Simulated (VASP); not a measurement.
# CsH (Pm-3m) in VASP: further runs

CsH is run at these levels: LDA; tasks: single point, relaxation of cell and atoms.

Program: VASP 6.6.1. These are calculated values, not measurements. Logs are shortened: lines on timing, memory, paths and dates and some standing lists are left out, and cuts for length are marked.

**1. The cell of the first run**

The structure is cubic, space group Pm-3m (No. 221). Conventional cell: a = 3.639 Å, b = 3.639 Å, c = 3.639 Å, α = 90.00°, β = 90.00°, γ = 90.00°. Cs (site symmetry m-3m) has 8 H at 3.15 Å and 6 Cs at 3.64 Å within 4.1 Å. H (site symmetry m-3m) has 8 Cs at 3.15 Å and 6 H at 3.64 Å within 4.1 Å.

**2. Single point, LDA**

INCAR reads:

```
SYSTEM = CsH
PREC = Accurate
ENCUT = 520
EDIFF = 1E-6
ISMEAR = 0
SIGMA = 0.02
LREAL = .FALSE.
LASPH = .TRUE.
NELM = 80
ALGO = Normal
ISIF = 2
LWAVE = .FALSE.
LCHARG = .FALSE.
GGA = CA
NBANDS = 12
```

KPOINTS reads:

```
regular mesh
0
G
  8 8 8
  0 0 0
```

POSCAR reads:

```
CsH
1.0
    3.6385986723      0.0000000000      0.0000000000
    0.0000000000      3.6385986723      0.0000000000
    0.0000000000      0.0000000000      3.6385986723
Cs H
1 1
Direct
    0.0000000000      0.0000000000      0.0000000000
    0.5000000000      0.5000000000      0.5000000000
```

Potentials or basis: VASP PAW LDA potentials, release 64 (Cs_sv, H).

On the command line:

```sh
> cat potpaw_LDA.64/Cs_sv/POTCAR potpaw_LDA.64/H/POTCAR > POTCAR
> mpirun -np 1 vasp_std > vasp.out
```

OUTCAR:

```text
SYSTEM = CsH
   PREC = Accurate
   ENCUT = 520
   EDIFF = 1E-6
   ISMEAR = 0
   LREAL = .FALSE.
   LASPH = .TRUE.
   NELM = 80
   ISIF = 2
   GGA = CA

 ion  position               nearest neighbor table
   1  0.000  0.000  0.000-
   2  0.500  0.500  0.500-

  LATTYP: Found a simple cubic cell.
 ALAT       =     3.6385986723

  Lattice vectors:

 A1 = (   3.6385986723,   0.0000000000,   0.0000000000)
 A2 = (   0.0000000000,   3.6385986723,   0.0000000000)
 A3 = (   0.0000000000,   0.0000000000,   3.6385986723)

Analysis of symmetry for initial positions (statically):
=====================================================================
 Subroutine PRICEL returns:
 Original cell was already a primitive cell.

 Routine SETGRP: Setting up the symmetry group for a
 simple cubic supercell.

 Subroutine GETGRP returns: Found 48 space group operations
 (whereof 48 operations were pure point group operations)
 out of a pool of 48 trial point group operations.

The static configuration has the point symmetry O_h .

Analysis of symmetry for dynamics (positions and initial velocities):
=====================================================================
 Subroutine PRICEL returns:
 Original cell was already a primitive cell.

 Routine SETGRP: Setting up the symmetry group for a
 simple cubic supercell.

 Subroutine GETGRP returns: Found 48 space group operations
 (whereof 48 operations were pure point group operations)
 out of a pool of 48 trial point group operations.

The dynamic configuration has the point symmetry O_h .

 Subroutine INISYM returns: Found 48 space group operations
 (whereof 48 operations are pure point group operations),
 and found     1 'primitive' translations

----------------------------------------------------------------------------------------

                                     Primitive cell

  volume of cell :      48.1729

  direct lattice vectors                    reciprocal lattice vectors
     3.638598672  0.000000000  0.000000000     0.274831079  0.000000000  0.000000000
     0.000000000  3.638598672  0.000000000     0.000000000  0.274831079  0.000000000
     0.000000000  0.000000000  3.638598672     0.000000000  0.000000000  0.274831079

  length of vectors
     3.638598672  3.638598672  3.638598672     0.274831079  0.274831079  0.274831079

  position of ions in fractional coordinates (direct lattice)
     0.000000000  0.000000000  0.000000000
     0.500000000  0.500000000  0.500000000

  ion indices of the primitive-cell ions
   primitive index   ion index
                 1           1
                 2           2

----------------------------------------------------------------------------------------

 KPOINTS: regular mesh

Automatic generation of k-mesh.
 Grid dimensions read from file:
 generate k-points for:    8    8    8

 Generating k-lattice:

  Cartesian coordinates                     Fractional coordinates (reciprocal lattice)
     0.034353885  0.000000000  0.000000000     0.125000000  0.000000000  0.000000000
     0.000000000  0.034353885  0.000000000     0.000000000  0.125000000  0.000000000
     0.000000000  0.000000000  0.034353885     0.000000000  0.000000000  0.125000000

  Length of vectors
     0.034353885  0.034353885  0.034353885

  Shift w.r.t. Gamma in fractional coordinates (k-lattice)
     0.000000000  0.000000000  0.000000000

 Subroutine IBZKPT returns following result:
 ===========================================

 Found     35 irreducible k-points:

 Following reciprocal coordinates:
            Coordinates               Weight
  0.000000  0.000000  0.000000      1.000000
  0.125000  0.000000  0.000000      6.000000
  0.250000  0.000000  0.000000      6.000000
  0.375000  0.000000  0.000000      6.000000
  0.500000  0.000000  0.000000      3.000000
  0.125000  0.125000  0.000000     12.000000
[... 16 lines left out ...]
  0.375000  0.375000  0.125000     24.000000
  0.500000  0.375000  0.125000     24.000000
 [... further k-points ...]
   k-points           NKPTS =     35   k-points in BZ     NKDIM =     35   number of bands    NBANDS=     12
   number of dos      NEDOS =    301   number of ions     NIONS =      2
   total plane-waves  NPLWV =  21952
   dimension x,y,z NGX =    28 NGY =   28 NGZ =   28
   dimension x,y,z NGXF=    56 NGYF=   56 NGZF=   56
   ions per type =               1   1
   NGX,Y,Z   is equivalent  to a cutoff of  12.79, 12.79, 12.79 a.u.
   NGXF,Y,Z  is equivalent  to a cutoff of  25.59, 25.59, 25.59 a.u.
 SYSTEM =  CsH
   PREC   = accura    normal or accurate (medium, high low for compatibility)
   ISTART =      0    job   : 0-new  1-cont  2-samecut
   ICHARG =      2    charge: 1-file 2-atom 10-const
   ISPIN  =      1    spin polarized calculation?
   LNONCOLLINEAR =      F non collinear calculations
   LSORBIT =      F    spin-orbit coupling
   LASPH  =      T    aspherical Exc in radial PAW
   ENCUT  =  520.0 eV  38.22 Ry    6.18 a.u.   6.77  6.77  6.77*2*pi/ulx,y,z
   NELM   =     80;   NELMIN=  2; NELMDL= -5     # of ELM steps
   EDIFF  = 0.1E-05   stopping-criterion for ELM
   LREAL  =      F    real-space projection
   EDIFFG = 0.1E-04   stopping-criterion for IOM
   NSW    =      0    number of steps for IOM
   IBRION =     -1    ionic relax: 0-MD 1-quasi-New 2-CG
   NFREE  =      0    steps in history (QN), initial steepest desc. (CG)
   ISIF   =      2    stress and relaxation
   ISYM   =      2    0-nonsym 1-usesym 2-fastsym
   POTIM  = 0.5000    time-step for ionic-motion
   TEBEG  =    0.0;   TEEND  =   0.0 temperature during run
   PSTRESS=    0.0 pullay stress
   NELECT =      10.0000    total number of electrons
   NUPDOWN=      -1.0000    fix difference up-down
   EMIN   =  10.00;   EMAX   =-10.00  energy-range for DOS
   EFERMI =   0.00;   METHOD = LEGACY
   ISMEAR =     0;   SIGMA  =   0.02  broadening in eV -4-tet -1-fermi 0-gaus
   EFERMI_NEDOS =   21; number of points for ismear=-14 and -15
   IALGO  =     38    algorithm
   IMIX   =      4    mixing-type and parameters
     AMIX     =   0.40;   BMIX     =  1.00
     AMIX_MAG =   1.60;   BMIX_MAG =  1.00
  volume/ion in A,a.u.               =      24.09       162.54
  Fermi-wavevector in a.u.,A,eV,Ry     =   0.969335  1.831778 12.784181  0.939611
  Thomas-Fermi vector in A             =   2.099379
   LORBIT       =      0    0 simple, 1 ext, 2 COOP (PROOUT), +10 PAW based schemes
   GGA     = CA    functional components
   LHFCALC =     F    Hartree Fock is set to
   AEXX    =    0.0000 exact exchange contribution
   IVDW    =     0    specifies the selected vdW correction
   LEPSILON=     F    determine dielectric tensor
   LRPA    =     F    only Hartree local field effects (RPA)
 non-spin polarized calculation
 Gauss-broadening in eV      SIGMA  =   0.02
  energy-cutoff  :      520.00
  volume of cell :       48.17
 maximum number of plane-waves:      1328
 NGX is ok and might be reduce to    28
   NGX = 13   NGY = 13   NGZ = 13

 number of electron      10.0000000 magnetization

 number of electron       9.9999999 magnetization

 Free energy of the ion-electron system (eV)
  ---------------------------------------------------
  ext. energy  EPLUGINS =         0.00000000
  ---------------------------------------------------
  free energy    TOTEN  =        -4.95160211 eV

  energy without entropy =       -4.95160211  energy(sigma->0) =       -4.95160211

 E-fermi :   1.3799     XC(G=0):  -8.7495

 val. band max:        1.2464314352   @ k =   0.5000   0.5000   0.5000
 cond. band min:       3.5991630891   @ k =   0.5000   0.5000   0.5000
 fundamental gap:      2.3527316538
 Fermi energy:         1.3799021951

 k-point     1 :       0.0000    0.0000    0.0000
  band No.  band energies     occupation
      1     -20.5606      2.00000
      2      -6.2948      2.00000
      3      -6.2948      2.00000
      4      -6.2948      2.00000
      5      -0.9486      2.00000
      6       4.3180      0.00000
      7       4.3180      0.00000
      8       9.4783      0.00000
      9      11.5025      0.00000
     10      11.5025      0.00000
     11      11.5025      0.00000
     12      12.3330      0.00000

 k-point     2 :       0.1250    0.0000    0.0000
  band No.  band energies     occupation
      1     -20.5246      2.00000
      2      -6.7063      2.00000
      3      -6.2617      2.00000
      4      -6.2617      2.00000
      5      -0.6337      2.00000
      6       4.4261      0.00000
      7       4.7517      0.00000
      8       8.8735      0.00000
      9      10.1659      0.00000
     10      10.1659      0.00000
     11      11.5738      0.00000
     12      12.8854      0.00000

 k-point     3 :       0.2500    0.0000    0.0000
  band No.  band energies     occupation
      1     -20.4354      2.00000
      2      -7.5318      2.00000
      3      -6.1800      2.00000
      4      -6.1800      2.00000
      5       0.0445      2.00000
      6       4.7170      0.00000
      7       5.1343      0.00000
      8       8.7543      0.00000
      9       8.7543      0.00000
     10       8.8623      0.00000
     11      11.7575      0.00000
     12      12.8941      0.00000
[... 286 lines left out ...]
 k-point    23 :       0.3750    0.3750    0.1250
  band No.  band energies     occupation
      1     -20.1015      2.00000
      2      -7.8204      2.00000
      3      -7.7497      2.00000
      4      -6.2374      2.00000
      5       0.1386      2.00000
      6       5.5358      0.00000
      7       6.8020      0.00000
      8       6.8048      0.00000
      9       8.5751      0.00000
     10       9.9211      0.00000
     11       9.9816      0.00000
     12      12.9027      0.00000

 k-point    24 :       0.5000    0.3750    0.1250
  band No.  band energies     occupation
      1     -20.0641      2.00000
      2      -8.0256      2.00000
      3      -7.7140      2.00000
      4      -6.1995      2.00000
      5      -0.0218      2.00000
      6       6.0268      0.00000
      7       6.0880      0.00000
      8       7.1661      0.00000
      9       8.0328      0.00000
     10      10.1024      0.00000
     11      10.5972      0.00000
     12      13.3009      0.00000

 [... further k-points ...]
[... 5 lines left out ...]
  --------------------------------------------------------------------------------------
  -------------------------------------------------------------------------------------
  Total        0.0426204      0.0426204      0.0426204      0.0000000      0.0000000      0.0000000
  in kB        1.4175090      1.4175090      1.4175090      0.0000000      0.0000000      0.0000000
  external PRESSURE =       1.4175090 kB  Pullay stress =       0.0000000 kB

 VOLUME and BASIS-vectors are now :
 -----------------------------------------------------------------------------
  energy-cutoff  :      520.00
  volume of cell :       48.17
      direct lattice vectors                 reciprocal lattice vectors
     3.638598672  0.000000000  0.000000000     0.274831079  0.000000000  0.000000000
     0.000000000  3.638598672  0.000000000     0.000000000  0.274831079  0.000000000
     0.000000000  0.000000000  3.638598672     0.000000000  0.000000000  0.274831079

 POSITION                                       TOTAL-FORCE (eV/Angst)
 -----------------------------------------------------------------------------------
      0.00000      0.00000      0.00000         0.000000      0.000000      0.000000
      1.81930      1.81930      1.81930         0.000000      0.000000      0.000000
 -----------------------------------------------------------------------------------
    total drift:                                0.000000      0.000000     -0.000000

  FREE ENERGIE OF THE ION-ELECTRON SYSTEM (eV)
  ---------------------------------------------------
  free  energy   TOTEN  =        -4.9516021136 eV

  energy  without entropy=       -4.9516021136  energy(sigma->0) =       -4.95160211
```

Wall time 13 s (1 thread of Intel Xeon 6975P-C (Granite Rapids), shared host); peak memory 0.14 GiB.

Results:

- Free energy: -4.9516 eV
- Pressure: 0.1 GPa
- Band gap on the k mesh: 2.35 eV, direct

Levels at points of the mesh, in eV from the valence-band top:
| k point | band 2 | band 3 | band 4 | band 5 | band 6 | band 7 | band 8 | band 9 |
| --- | --- | --- | --- | --- | --- | --- | --- | --- |
| (0.00, 0.00, 0.00) | -7.54 | -7.54 | -7.54 | -2.19 | 3.07 | 3.07 | 8.23 | 10.26 |
| (0.50, 0.00, 0.00) | -9.72 | -7.31 | -7.31 | -0.05 | 2.64 | 3.99 | 6.25 | 6.25 |
| (0.50, 0.50, 0.00) | -9.24 | -9.24 | -7.09 | -1.62 | 4.51 | 6.82 | 7.34 | 7.34 |
| (0.50, 0.50, 0.50) | -8.90 | -8.90 | -8.90 | 0.00 | 2.35 | 2.35 | 2.35 | 13.02 |

Caveat: spin-orbit coupling is left out, which moves the levels of the heavy elements. As with any semilocal functional, this LDA gap is likely too small.

**3. Relaxation of cell and atoms, LDA**

INCAR reads:

```
SYSTEM = CsH
PREC     = Accurate       ! precision mode
ENCUT    = 600            ! plane-wave cutoff, eV
EDIFF    = 1E-6           ! SCF threshold, eV
ISMEAR   = 0              ! smearing method
SIGMA    = 0.02           ! smearing width, eV
LREAL    = .False.        ! projectors in reciprocal space
LASPH    = .True.         ! aspherical terms in the spheres
NELM     = 80             ! most SCF steps
ALGO     = Normal         ! electronic algorithm
ISIF     = 3              ! what is computed and relaxed
LWAVE    = .False.        ! write WAVECAR
LCHARG   = .False.        ! write CHGCAR
GGA      = CA             ! functional
IBRION   = 2              ! ionic algorithm
NSW      = 100            ! ionic steps
EDIFFG   = -0.005         ! ionic threshold
```

KPOINTS reads:

```
regular mesh
0
Gamma
  8 8 8
  0 0 0
```

POSCAR is that of step 2.

Potentials or basis: VASP PAW LDA potentials, release 64 (Cs_sv, H).

On the command line:

```sh
> cat potpaw_LDA.64/Cs_sv/POTCAR potpaw_LDA.64/H/POTCAR > POTCAR
> mpirun -np 1 vasp_std > vasp.out
```

It took 24 s on 1 thread of Intel Xeon 6975P-C (Granite Rapids), shared host; peak memory 0.16 GiB.

Results (log left out):

```yaml
Free_energy: -4.9522 eV
Relaxed_volume: 24.28 Å³/atom
Relaxed_cell: a = 3.648 Å, b = 3.648 Å, c = 3.648 Å, α = 90.00°, β = 90.00°, γ = 90.00°
Space_group_after_relaxing_to_0.05_Å: Pm-3m (No. 221)
Energy_gained_by_relaxing: 0.1 meV/atom
Ionic_steps: 3
Pressure_after_relaxing: 0.0 GPa
Band_gap_on_the_k_mesh: 2.36 eV, direct
```

The path:
```csv
step,energy change (eV),largest force (eV/Å),pressure (GPa),volume (Å³)
1,0.0000,0.0000,0.18,48.17
2,-0.0002,0.0000,0.09,48.36
3,-0.0002,0.0000,0.01,48.55
```

Final structure:
```cif
data_structure
_symmetry_space_group_name_H-M 'P 1'
_symmetry_Int_Tables_number 1
_cell_length_a 3.6481
_cell_length_b 3.6481
_cell_length_c 3.6481
_cell_angle_alpha 90.000
_cell_angle_beta 90.000
_cell_angle_gamma 90.000
_cell_volume 48.55
loop_
_atom_site_label
_atom_site_type_symbol
_atom_site_fract_x
_atom_site_fract_y
_atom_site_fract_z
_atom_site_occupancy
Cs1 Cs 0.00000 0.00000 0.00000 1
H1 H 0.50000 0.50000 0.50000 1
```

Levels at points of the mesh, in eV from the valence-band top:
```csv
k point,band 1,band 2,band 3,band 4,band 5,band 6,band 7,band 8,band 9
"(0.00, 0.00, 0.00)",-21.81,-7.56,-7.56,-7.56,-2.19,3.07,3.07,8.16,10.20
"(0.50, 0.00, 0.00)",-21.56,-9.71,-7.33,-7.33,-0.06,2.61,3.98,6.22,6.22
"(0.50, 0.50, 0.00)",-21.32,-9.24,-9.24,-7.13,-1.60,4.49,6.78,7.30,7.31
"(0.50, 0.50, 0.50)",-21.09,-8.91,-8.91,-8.91,0.00,2.36,2.36,2.36,12.92
```

Caveat: spin-orbit coupling is left out, which moves the levels of the heavy elements.

**4. Relaxation of cell and atoms, LDA, target pressure 1 GPa, at which the enthalpy is minimised**

INCAR reads:

```
SYSTEM = CsH
ALGO = Normal ; EDIFF = 1E-6
EDIFFG = -0.001 ; ENCUT = 600
IBRION = 2 ; ISIF = 3
ISMEAR = 0 ; LASPH = .TRUE.
LCHARG = .FALSE. ; LREAL = .FALSE.
LWAVE = .FALSE. ; NELM = 100
NSW = 80 ; PREC = Accurate
PSTRESS = 10.0 ; SIGMA = 0.01
```

KPOINTS reads:

```
k-points
0
G
  8 8 8
  0 0 0
```

POSCAR is that of step 3.

On the command line:

```sh
> cat potpaw_LDA.64/Cs_sv/POTCAR potpaw_LDA.64/H/POTCAR > POTCAR
> mpirun -np 1 vasp_std > vasp.out
```

It took 32 s on 1 thread of Intel Xeon 6975P-C (Granite Rapids), shared host; peak memory 0.16 GiB.

The run converged. Its results:

* Free energy: -4.9456 eV
* Relaxed volume: 23.19 Å³/atom
* Relaxed cell: a = 3.593 Å, b = 3.593 Å, c = 3.593 Å, α = 90.00°, β = 90.00°, γ = 90.00°
* Space group after relaxing (to 0.05 Å): Pm-3m (No. 221)
* Energy change on relaxing (the enthalpy is what falls): +3.2 meV/atom
* Ionic steps: 4
* Pressure after relaxing: 1.0 GPa
* Band gap on the k mesh: 2.30 eV, indirect (least direct gap 2.33 eV)

Step by step:
```tsv
step	energy change (eV)	largest force (eV/Å)	pressure (GPa)	volume (Å³)
1	0.0000	0.0000	0.18	48.17
2	0.0019	0.0000	0.55	47.32
3	0.0051	0.0000	0.90	46.58
4	0.0064	0.0000	1.00	46.37
```

Final structure:
```
Cs H
1.0
     3.59274    0.00000    0.00000
     0.00000    3.59274    0.00000
     0.00000    0.00000    3.59274
Cs H
1 1
Direct
  0.00000 0.00000 0.00000
  0.50000 0.50000 0.50000
```

Levels at points of the mesh, in eV from the valence-band top:
```
           k point  band 1  band 2  band 3  band 4  band 5  band 6  band 7  band 8  band 9
(0.00, 0.00, 0.00)  -21.83   -7.46   -7.46   -7.46   -2.23    3.05    3.05    8.58   10.51
(0.50, 0.00, 0.00)  -21.54   -9.82   -7.20   -7.20    0.00    2.72    4.01    6.33    6.33
(0.50, 0.50, 0.00)  -21.26   -9.30   -9.30   -6.96   -1.73    4.61    6.97    7.47    7.47
(0.50, 0.50, 0.50)  -21.00   -8.93   -8.93   -8.93   -0.03    2.30    2.30    2.30   13.51
```

Caveat: the cell is relaxed towards a set pressure, so the enthalpy falls and the energy may rise; spin-orbit coupling is left out, which moves the levels of the heavy elements.

**5. The runs side by side**

| task | cell | cutoff (eV) | smearing | gap on the mesh (eV) | pressure (GPa) |
| --- | --- | --- | --- | --- | --- |
| single point | as given | 520 | gaussian 0.02 eV | 2.35 | 0.1 |
| relaxation of cell and atoms | relaxed | 600 | gaussian 0.02 eV | 2.36 | 0.0 |
| relaxation of cell and atoms | relaxed to 1 GPa | 600 | gaussian 0.01 eV | 2.30 | 1.0 |

Alike in all rows: level LDA; potentials or basis VASP PAW LDA potentials, release 64 (Cs_sv, H); no spin polarisation; k mesh 8 × 8 × 8.

Caveats: spin-orbit coupling is left out, which moves the levels of the heavy elements; the cell is relaxed towards a set pressure, so the enthalpy falls and the energy may rise (some runs).

Total energies depend on the potentials used, so only differences within one code and one set of settings carry meaning.
